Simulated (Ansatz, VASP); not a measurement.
# One calculation of Al, two programs

```xyz
1
Lattice="0.0000 2.0240 1.9329 2.0240 0.0000 1.9329 2.0240 2.0240 0.0000" Properties=species:S:1:pos:R:3 pbc="T T T"
Al    0.0000    0.0000    0.0000
```

Change from the starting cell: strain -0.0450 x Voigt [0, 0, 1, 0, 0, 0], atoms carried along.

Alike in both runs: task single point; functional r2SCAN; k mesh 20 × 20 × 20; occupations gaussian, width 0.2 eV; no spin polarisation.

|  | VASP | Ansatz |
| --- | --- | --- |
| version | VASP 6.6.1 | Ansatz 0.2.0 |
| potentials or method | VASP PAW PBE potentials, release 64 (Al), cutoff 520 eV | scalar-relativistic, plane waves, PAW |
| valence electrons in the cell | 3 | 3 |

```csv
,VASP,Ansatz,Ansatz less VASP
gap on the k mesh at the Fermi level (eV),none,none,-
pressure (GPa),0.3,0.7,+0.33
"traceless stress, the component that is largest in VASP (GPa)",2.36,2.36,+0.003
```

VASP's potentials were made for PBE, not for r2SCAN. A gap of «none» marks a metal or a gap that the smearing closes. The functional is the same, so the differences come from potentials, cutoffs and numerics.
